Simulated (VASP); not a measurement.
Crystal: SrHf2O5.

```
CELL_PARAMETERS angstrom
2.00000 -5.20000 0.00000
2.00000 5.20000 0.00000
0.00000 0.00000 10.55000
ATOMIC_POSITIONS crystal
Sr 0.19000 0.81000 0.25000
Sr 0.81000 0.19000 0.75000
Hf 0.86500 0.13500 0.06500
Hf 0.86500 0.13500 0.43500
Hf 0.13500 0.86500 0.93500
Hf 0.13500 0.86500 0.56500
O 0.04800 0.95200 0.11500
O 0.04800 0.95200 0.38500
O 0.31200 0.68800 0.43000
O 0.31200 0.68800 0.07000
O 0.95200 0.04800 0.88500
O 0.95200 0.04800 0.61500
O 0.68800 0.31200 0.93000
O 0.68800 0.31200 0.57000
O 0.23500 0.76500 0.75000
O 0.76500 0.23500 0.25000
```

- Program: VASP 6.6.1
- Task: relaxation of cell and atoms
- Functional: PBE
- Potentials or basis: VASP PAW PBE potentials, release 64 (Sr_sv, Hf_pv, O)
- Cutoff: 600 eV
- k mesh: 3 × 3 × 1
- Occupations: gaussian, width 0.15 eV
- Spin: no spin polarisation

At the start: pressure 22.3 GPa; volume 13.72 Å³/atom.

Q: Where does the relaxation end?

A: Over 17 steps the energy falls by 391.5 meV/atom and the volume is 15.50 Å³/atom (+13.0 %); space group Cmcm (No. 63, to 0.05 Å).

The path:
```tsv
step	energy change (eV)	largest force (eV/Å)	pressure (GPa)	volume (Å³)
1	0.0000	5.3592	22.28	219.44
2	-2.8855	1.8156	-12.71	285.74
3	-4.4536	2.6047	-3.90	256.38
4	-4.4560	2.6326	-3.52	255.51
5	-5.3264	1.6257	0.80	249.50
6	-5.4424	2.0899	3.59	246.31
7	-5.8428	1.1645	2.02	246.77
8	-5.9617	0.8102	0.90	247.19
9	-6.0287	0.6139	0.28	248.16
10	-6.1186	0.7089	-1.51	251.06
11	-6.1794	0.5410	-0.57	249.44
12	-6.2144	0.2679	1.01	246.89
13	-6.2340	0.2295	-0.07	248.10
14	-6.2340	0.2306	-0.06	248.09
15	-6.2504	0.1571	-0.27	248.55
16	-6.2583	0.1125	-0.51	249.16
17	-6.2635	0.0464	0.05	248.01
```

Final structure:
```
Sr Hf O
1.0
     1.98061   -5.51433    0.00000
     1.98061    5.51433    0.00000
     0.00000    0.00000   11.35417
Sr Hf O
2 4 10
Direct
  0.19113 0.80887 0.25000
  0.80887 0.19113 0.75000
  0.86953 0.13047 0.06332
  0.86953 0.13047 0.43668
  0.13047 0.86953 0.93668
  0.13047 0.86953 0.56332
  0.04478 0.95522 0.09995
  0.04478 0.95522 0.40005
  0.30914 0.69086 0.44622
  0.30914 0.69086 0.05378
  0.95522 0.04478 0.90006
  0.95522 0.04478 0.59994
  0.69086 0.30914 0.94622
  0.69086 0.30914 0.55378
  0.18020 0.81980 0.75000
  0.81980 0.18020 0.25000
```

Caveat: the k points lie up to 0.56 Å⁻¹ apart in the final cell; the relaxation stopped at a loose force limit of 0.08 eV/Å, so its end isn't a converged minimum.
